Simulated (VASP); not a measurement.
# TiSi2 (Immm) in VASP: further runs, part 2 of 2

VASP 6.6.1.

### 4 Single point, PBEsol

INCAR reads:

```
SYSTEM = TiSi2
  PREC = Accurate
  ENCUT = 520
  EDIFF = 1E-7
  ISMEAR = -1
  SIGMA = 0.3
  LREAL = .FALSE.
  LASPH = .TRUE.
  NELM = 60
  ALGO = Normal
  ISIF = 2
  LWAVE = .FALSE.
  LCHARG = .TRUE.
  GGA = PS
  LELF = .TRUE.
  LVHAR = .TRUE.
  NBANDS = 17
```

KPOINTS reads:

```
Automatic mesh
0
G
  6 6 6
  0 0 0
```

POSCAR reads:

```
TiSi2
1.0
   -1.4728720000      1.7121300000      4.2120830000
    1.4728720000     -1.7121300000      4.2120830000
    1.4728720000      1.7121300000     -4.2120830000
Ti Si
1 2
Direct
    0.0000000000      0.0000000000      0.0000000000
    0.3299220000      0.3299220000      0.0000000000
    0.6700780000      0.6700780000      0.0000000000
```

On the command line:

```bash
$ cat potpaw_PBE.64/Ti_sv/POTCAR potpaw_PBE.64/Si/POTCAR > POTCAR
$ mpirun -np 1 vasp_std > vasp.out
```

Run time: 98 s. Hardware: 1 thread of Intel Xeon 6975P-C, shared host; peak memory 0.21 GiB.

The run converged. Its results:

* Free energy: -21.5638 eV
* Pressure: -2.5 GPa
* Largest force: 0.046 eV/Å
* Band gap on the k mesh: zero (band 10 reaches 11.23 eV, above the bottom of band 11 at 9.11 eV)

Forces in eV/Å, atoms in the order of the input:
```
Ti   0.000  0.000  0.000
Si   0.000  0.000 -0.046
Si   0.000  0.000  0.046
```

Stress tensor (GPa, compression positive):
```
 1.13  0.00  0.00
 0.00 -3.74  0.00
 0.00  0.00 -4.87
```

Levels at points of the mesh, in eV from the Fermi level:
| k point | band 6 | band 7 | band 8 | band 9 | band 10 | band 11 | band 12 | band 13 | band 14 | band 15 |
| --- | --- | --- | --- | --- | --- | --- | --- | --- | --- | --- |
| (0.00, 0.00, 0.00) | -4.84 | -4.21 | -2.22 | -0.72 | 0.69 | 1.97 | 2.33 | 3.05 | 3.71 | 4.02 |
| (0.50, 0.00, 0.00) | -9.18 | -4.41 | -3.85 | -0.78 | 0.87 | 1.97 | 2.51 | 3.45 | 3.94 | 5.43 |
| (0.00, 0.50, 0.00) | -8.20 | -3.68 | -3.48 | -1.02 | -0.52 | 0.90 | 2.72 | 3.30 | 3.93 | 4.18 |
| (0.50, 0.50, 0.00) | -5.35 | -5.13 | -4.73 | -2.97 | -1.39 | -0.74 | 2.66 | 2.84 | 3.06 | 3.42 |
| (0.50, 0.50, 0.50) | -8.92 | -1.36 | -1.36 | -0.43 | 0.38 | 1.90 | 2.38 | 2.40 | 3.61 | 3.74 |

Caveat: the k points lie up to 0.47 Å⁻¹ apart; the PAW data sets were made with another functional, which shifts forces and pressure a little.

### 5 Single point, PBEsol

INCAR reads:

```
PREC = Accurate ; ENCUT = 520
EDIFF = 1E-7 ; ISMEAR = -1
SIGMA = 0.3 ; LREAL = False
LASPH = True ; NELM = 80
ALGO = Normal ; ISIF = 2
LWAVE = False ; LCHARG = False
GGA = PS ; NBANDS = 17
```

KPOINTS reads:

```
regular mesh
0
Gamma
  7 7 7
```

POSCAR is that of step 4.

On the command line:

```bash
$ cat potpaw_PBE.64/Ti_sv/POTCAR potpaw_PBE.64/Si/POTCAR > POTCAR
$ mpirun -np 1 vasp_std > vasp.out
```

It took 93 s on 1 thread of Intel Xeon 6975P-C, shared host; peak memory 0.22 GiB.

The run converged. Its results:

```
Free energy            : -21.5592 eV
Pressure               : -2.5 GPa
Largest force          : 0.013 eV/Å
Band gap on the k mesh : zero (band 10 reaches 11.23 eV, above the bottom of band 11 at 9.00 eV)
```

Forces in eV/Å, atoms in the order of the input:
```
Ti   0.000  0.000  0.000
Si   0.000  0.000 -0.013
Si   0.000  0.000  0.013
```

Stress tensor (GPa, compression positive):
```
 0.94  0.00  0.00
 0.00 -3.74  0.00
 0.00  0.00 -4.60
```

Levels at points of the mesh, in eV from the Fermi level:
```csv
k point,band 8,band 9,band 10,band 11,band 12,band 13
"(0.00, 0.00, 0.00)",-2.23,-0.73,0.68,1.95,2.33,3.04
```

Caveat: the k points lie up to 0.40 Å⁻¹ apart; the PAW data sets were made with another functional, which shifts forces and pressure a little.

### 6 Single point, PBEsol

INCAR reads:

```
SYSTEM = TiSi2
PREC = Accurate
ENCUT = 520
EDIFF = 1E-7
ISMEAR = -1
SIGMA = 0.3
LREAL = .FALSE.
LASPH = .TRUE.
NELM = 80
ALGO = Normal
ISIF = 2
LWAVE = .FALSE.
LCHARG = .FALSE.
GGA = PS
NBANDS = 17
```

KPOINTS reads:

```
regular mesh
0
G
  9 9 9
  0 0 0
```

POSCAR is that of step 5.

Potentials or basis: VASP PAW PBE potentials, release 64 (Ti_sv, Si).

On the command line:

```bash
$ cat potpaw_PBE.64/Ti_sv/POTCAR potpaw_PBE.64/Si/POTCAR > POTCAR
$ mpirun -np 1 vasp_std > vasp.out
```

OUTCAR:

```text
SYSTEM = TiSi2
   PREC = Accurate
   ENCUT = 520
   EDIFF = 1E-7
   ISMEAR = -1
   LREAL = .FALSE.
   LASPH = .TRUE.
   NELM = 80
   ISIF = 2
   GGA = PS

 ion  position               nearest neighbor table
   1  0.000  0.000  0.000-   3 2.67   3 2.67   3 2.67   2 2.67   3 2.67   2 2.67   2 2.67   2 2.67
                             2 2.78   3 2.78
   2  0.330  0.330  0.000-   3 2.63   3 2.63   3 2.63   3 2.63   1 2.67   1 2.67   1 2.67   1 2.67
                             1 2.78   3 2.87
   3  0.670  0.670  0.000-   2 2.63   2 2.63   2 2.63   2 2.63   1 2.67   1 2.67   1 2.67   1 2.67
                             1 2.78   2 2.87

  LATTYP: Found a body centered orthorhombic cell.
 ALAT       =     2.9457440000
 B/A-ratio  =     1.1624431723
 C/A-ratio  =     2.8597753233

  Lattice vectors:

 A1 = (  -1.4728720000,   1.7121300000,   4.2120830000)
 A2 = (   1.4728720000,  -1.7121300000,   4.2120830000)
 A3 = (   1.4728720000,   1.7121300000,  -4.2120830000)

Analysis of symmetry for initial positions (statically):
=====================================================================
 Subroutine PRICEL returns:
 Original cell was already a primitive cell.

 Routine SETGRP: Setting up the symmetry group for a
 body centered orthorhombic supercell.

 Subroutine GETGRP returns: Found  8 space group operations
 (whereof  8 operations were pure point group operations)
 out of a pool of  8 trial point group operations.

The static configuration has the point symmetry D_2h.

Analysis of symmetry for dynamics (positions and initial velocities):
=====================================================================
 Subroutine PRICEL returns:
 Original cell was already a primitive cell.

 Routine SETGRP: Setting up the symmetry group for a
 body centered orthorhombic supercell.

 Subroutine GETGRP returns: Found  8 space group operations
 (whereof  8 operations were pure point group operations)
 out of a pool of  8 trial point group operations.

The dynamic configuration has the point symmetry D_2h.

 Subroutine INISYM returns: Found  8 space group operations
 (whereof  8 operations are pure point group operations),
 and found     1 'primitive' translations

----------------------------------------------------------------------------------------

                                     Primitive cell

  volume of cell :      42.4873

  direct lattice vectors                    reciprocal lattice vectors
    -1.472872000  1.712130000  4.212083000     0.000000000  0.292033899  0.118706113
     1.472872000 -1.712130000  4.212083000     0.339472812  0.000000000  0.118706113
     1.472872000  1.712130000 -4.212083000     0.339472812  0.292033899  0.000000000

  length of vectors
     4.779370698  4.779370698  4.779370698     0.315237909  0.359628880  0.447800836

  position of ions in fractional coordinates (direct lattice)
     0.000000000  0.000000000  0.000000000
     0.329922000  0.329922000  0.000000000
     0.670078000  0.670078000  0.000000000

  ion indices of the primitive-cell ions
   primitive index   ion index
                 1           1
                 2           2
                 3           3

----------------------------------------------------------------------------------------

 KPOINTS: regular mesh

Automatic generation of k-mesh.
 Grid dimensions read from file:
 generate k-points for:    9    9    9

 Generating k-lattice:

  Cartesian coordinates                     Fractional coordinates (reciprocal lattice)
     0.000000000  0.032448211  0.013189568     0.111111111  0.000000000  0.000000000
     0.037719201  0.000000000  0.013189568     0.000000000  0.111111111  0.000000000
     0.037719201  0.032448211  0.000000000     0.000000000  0.000000000  0.111111111

  Length of vectors
     0.035026434  0.039958764  0.049755648

  Shift w.r.t. Gamma in fractional coordinates (k-lattice)
     0.000000000  0.000000000  0.000000000

 Subroutine IBZKPT returns following result:
 ===========================================

 Found    125 irreducible k-points:

 Following reciprocal coordinates:
            Coordinates               Weight
  0.000000  0.000000  0.000000      1.000000
  0.111111  0.000000 -0.000000      4.000000
  0.222222  0.000000 -0.000000      4.000000
  0.333333 -0.000000  0.000000      4.000000
  0.444444  0.000000 -0.000000      4.000000
 -0.000000  0.111111  0.000000      4.000000
[... 16 lines left out ...]
 -0.111111  0.222222 -0.000000      8.000000
 -0.000000  0.333333  0.000000      4.000000
 [... further k-points ...]
   k-points           NKPTS =    125   k-points in BZ     NKDIM =    125   number of bands    NBANDS=     17
   number of dos      NEDOS =    301   number of ions     NIONS =      3
   total plane-waves  NPLWV =  46656
   dimension x,y,z NGX =    36 NGY =   36 NGZ =   36
   dimension x,y,z NGXF=    72 NGYF=   72 NGZF=   72
   ions per type =               1   2
   NGX,Y,Z   is equivalent  to a cutoff of  12.52, 12.52, 12.52 a.u.
   NGXF,Y,Z  is equivalent  to a cutoff of  25.04, 25.04, 25.04 a.u.
 SYSTEM =  TiSi2
   PREC   = accura    normal or accurate (medium, high low for compatibility)
   ISTART =      0    job   : 0-new  1-cont  2-samecut
   ICHARG =      2    charge: 1-file 2-atom 10-const
   ISPIN  =      1    spin polarized calculation?
   LNONCOLLINEAR =      F non collinear calculations
   LSORBIT =      F    spin-orbit coupling
   LASPH  =      T    aspherical Exc in radial PAW
   ENCUT  =  520.0 eV  38.22 Ry    6.18 a.u.   8.89  8.89  8.89*2*pi/ulx,y,z
   NELM   =     80;   NELMIN=  2; NELMDL= -5     # of ELM steps
   EDIFF  = 0.1E-06   stopping-criterion for ELM
   LREAL  =      F    real-space projection
   EDIFFG = 0.1E-05   stopping-criterion for IOM
   NSW    =      0    number of steps for IOM
   IBRION =     -1    ionic relax: 0-MD 1-quasi-New 2-CG
   NFREE  =      0    steps in history (QN), initial steepest desc. (CG)
   ISIF   =      2    stress and relaxation
   ISYM   =      2    0-nonsym 1-usesym 2-fastsym
   POTIM  = 0.5000    time-step for ionic-motion
   TEBEG  =    0.0;   TEEND  =   0.0 temperature during run
   PSTRESS=    0.0 pullay stress
   NELECT =      20.0000    total number of electrons
   NUPDOWN=      -1.0000    fix difference up-down
   EMIN   =  10.00;   EMAX   =-10.00  energy-range for DOS
   EFERMI =   0.00;   METHOD = LEGACY
   ISMEAR =    -1;   SIGMA  =   0.30  broadening in eV -4-tet -1-fermi 0-gaus
   EFERMI_NEDOS =   21; number of points for ismear=-14 and -15
   IALGO  =     38    algorithm
   IMIX   =      4    mixing-type and parameters
     AMIX     =   0.40;   BMIX     =  1.00
     AMIX_MAG =   1.60;   BMIX_MAG =  1.00
  volume/ion in A,a.u.               =      14.16        95.57
  Fermi-wavevector in a.u.,A,eV,Ry     =   1.273499  2.406564 22.065925  1.621800
  Thomas-Fermi vector in A             =   2.406319
   LORBIT       =      0    0 simple, 1 ext, 2 COOP (PROOUT), +10 PAW based schemes
   GGA     = PS    functional components
   LHFCALC =     F    Hartree Fock is set to
   AEXX    =    0.0000 exact exchange contribution
   IVDW    =     0    specifies the selected vdW correction
   LEPSILON=     F    determine dielectric tensor
   LRPA    =     F    only Hartree local field effects (RPA)
 non-spin polarized calculation
  energy-cutoff  :      520.00
  volume of cell :       42.49
 maximum number of plane-waves:      1170
   NGX = 17   NGY = 17   NGZ = 17

 number of electron      19.9999998 magnetization

 Free energy of the ion-electron system (eV)
  ---------------------------------------------------
  ext. energy  EPLUGINS =         0.00000000
  ---------------------------------------------------
  free energy    TOTEN  =       -21.55872761 eV

  energy without entropy =      -21.05371955  energy(sigma->0) =      -21.30622358

 E-fermi :  10.0344     XC(G=0): -11.7759

 val. band max:       10.0229473293   @ k =   0.2222   0.1111  -0.0000
 cond. band min:      10.0438859402   @ k =   0.4444  -0.4444   0.4444
 fundamental gap:      0.0209386110
 Fermi energy:        10.0344400817

 k-point     1 :       0.0000    0.0000    0.0000
  band No.  band energies     occupation
      1     -46.0479      2.00000
      2     -22.4822      2.00000
      3     -22.4638      2.00000
      4     -22.2157      2.00000
      5      -2.6283      2.00000
      6       5.1743      2.00000
[... 9 lines left out ...]
     16      15.4267      0.00000
     17      15.7179      0.00000
[... 441 lines left out ...]
 k-point    24 :      -0.0000    0.3333    0.0000
  band No.  band energies     occupation
      1     -46.0197      2.00000
      2     -22.4771      2.00000
      3     -22.4523      2.00000
      4     -22.4346      2.00000
      5      -0.5769      2.00000
      6       4.3302      2.00000
[... 9 lines left out ...]
     16      15.3528      0.00000
     17      16.3837      0.00000

 [... further k-points ...]
[... 5 lines left out ...]
  --------------------------------------------------------------------------------------
  -------------------------------------------------------------------------------------
  Total        0.0107180     -0.8641830     -1.1395717      0.0000000      0.0000000      0.0000000
  in kB        0.4041727    -32.5879963    -42.9727933      0.0000000      0.0000000      0.0000000
  external PRESSURE =     -25.0522056 kB  Pullay stress =       0.0000000 kB

 VOLUME and BASIS-vectors are now :
 -----------------------------------------------------------------------------
  energy-cutoff  :      520.00
  volume of cell :       42.49
      direct lattice vectors                 reciprocal lattice vectors
    -1.472872000  1.712130000  4.212083000     0.000000000  0.292033899  0.118706113
     1.472872000 -1.712130000  4.212083000     0.339472812  0.000000000  0.118706113
     1.472872000  1.712130000 -4.212083000     0.339472812  0.292033899  0.000000000

 POSITION                                       TOTAL-FORCE (eV/Angst)
 -----------------------------------------------------------------------------------
      0.00000      0.00000      0.00000        -0.000000     -0.000000      0.000000
      0.00000      0.00000      2.77932         0.000000      0.000000      0.013642
      0.00000      0.00000      5.64485        -0.000000      0.000000     -0.013642
 -----------------------------------------------------------------------------------
    total drift:                               -0.000000      0.000000     -0.000000

  FREE ENERGIE OF THE ION-ELECTRON SYSTEM (eV)
  ---------------------------------------------------
  free  energy   TOTEN  =       -21.5587276061 eV

  energy  without entropy=      -21.0537195486  energy(sigma->0) =      -21.30622358
```

OSZICAR:

```text
N       E                     dE             d eps       ncg     rms          rms(c)
DAV:   1     0.131492217947E+03    0.13149E+03   -0.95738E+03  4250   0.121E+03
DAV:   2    -0.142859810743E+02   -0.14578E+03   -0.14176E+03  4323   0.318E+02
DAV:   3    -0.231535038133E+02   -0.88675E+01   -0.86995E+01  6467   0.720E+01
DAV:   4    -0.234154066803E+02   -0.26190E+00   -0.26107E+00  5207   0.113E+01
DAV:   5    -0.234237051159E+02   -0.82984E-02   -0.82964E-02  6772   0.191E+00    0.127E+01
DAV:   6    -0.220443291687E+02    0.13794E+01   -0.16515E+01  5481   0.346E+01    0.535E+00
DAV:   7    -0.216145341331E+02    0.42980E+00   -0.37527E+00  5384   0.158E+01    0.362E+00
DAV:   8    -0.215750256344E+02    0.39508E-01   -0.55239E-01  5082   0.656E+00    0.115E+00
DAV:   9    -0.215603323011E+02    0.14693E-01   -0.17166E-01  5068   0.389E+00    0.455E-01
DAV:  10    -0.215587738142E+02    0.15585E-02   -0.82504E-03  5296   0.714E-01    0.157E-01
DAV:  11    -0.215588133803E+02   -0.39566E-04   -0.30420E-03  5884   0.441E-01    0.130E-01
DAV:  12    -0.215587293939E+02    0.83986E-04   -0.61689E-04  5205   0.242E-01    0.145E-02
DAV:  13    -0.215587281048E+02    0.12890E-05   -0.12590E-05  5020   0.328E-02    0.144E-02
DAV:  14    -0.215587275948E+02    0.51001E-06   -0.21712E-06  5079   0.135E-02    0.270E-03
DAV:  15    -0.215587276061E+02   -0.11284E-07   -0.15198E-07  3639   0.286E-03
   1 F= -.21558728E+02 E0= -.21306224E+02  d E =-.505008E+00
```

stdout:

```text
POSCAR found type information on POSCAR TiSi
 POSCAR found :  2 types and       3 ions
 scaLAPACK will be used
 -----------------------------------------------------------------------------
|                                                                             |
|                                                                             |
|     You enforced a specific xc type in the INCAR file but a different       |
|     I HOPE YOU KNOW WHAT YOU ARE DOING!                                     |
|                                                                             |
 -----------------------------------------------------------------------------

 LDA part: xc-table for (Slater+PW92), standard interpolation
 POSCAR, INCAR and KPOINTS ok, starting setup
 FFT: planning ... GRIDC
 FFT: planning ... GRID_SOFT
 FFT: planning ... GRID
 WAVECAR not read
 entering main loop
```

Wall time 3.5 min (1 thread of Intel Xeon 6975P-C, shared host); peak memory 0.26 GiB.

Results:

* Free energy: -21.5587 eV
* Pressure: -2.5 GPa
* Largest force: 0.014 eV/Å
* Band gap on the k mesh: zero (band 10 reaches 11.29 eV, above the bottom of band 11 at 9.00 eV)

Forces in eV/Å, atoms in the order of the input:
```
Ti   0.000  0.000  0.000
Si   0.000  0.000  0.014
Si   0.000  0.000 -0.014
```

Levels at points of the mesh, in eV from the Fermi level:
| k point | band 7 | band 8 | band 9 | band 10 | band 11 | band 12 | band 13 | band 14 |
| --- | --- | --- | --- | --- | --- | --- | --- | --- |
| (0.00, 0.00, 0.00) | -4.24 | -2.25 | -0.73 | 0.66 | 1.93 | 2.32 | 3.02 | 3.70 |

Caveat: the PAW data sets were made with another functional, which shifts forces and pressure a little.

### 7 Summary

```csv
k mesh,gap on the mesh (eV),pressure (GPa),largest force (eV/Å)
4 × 4 × 4,none,-2.5,0.06
5 × 5 × 5,none,-2.5,0.03
6 × 6 × 6,none,-2.5,0.05
7 × 7 × 7,none,-2.5,0.01
9 × 9 × 9,none,-2.5,0.01
```

Alike in all rows: task single point; level PBEsol; potentials or basis VASP PAW PBE potentials, release 64 (Ti_sv, Si); no spin polarisation; cell as given; cutoff (eV) 520; smearing fermi-dirac 0.3 eV.

Caveats: some runs use coarse meshes; the PAW data sets were made with another functional, which shifts forces and pressure a little.

Total energies depend on the potentials used, so only differences within one code and one set of settings carry meaning.
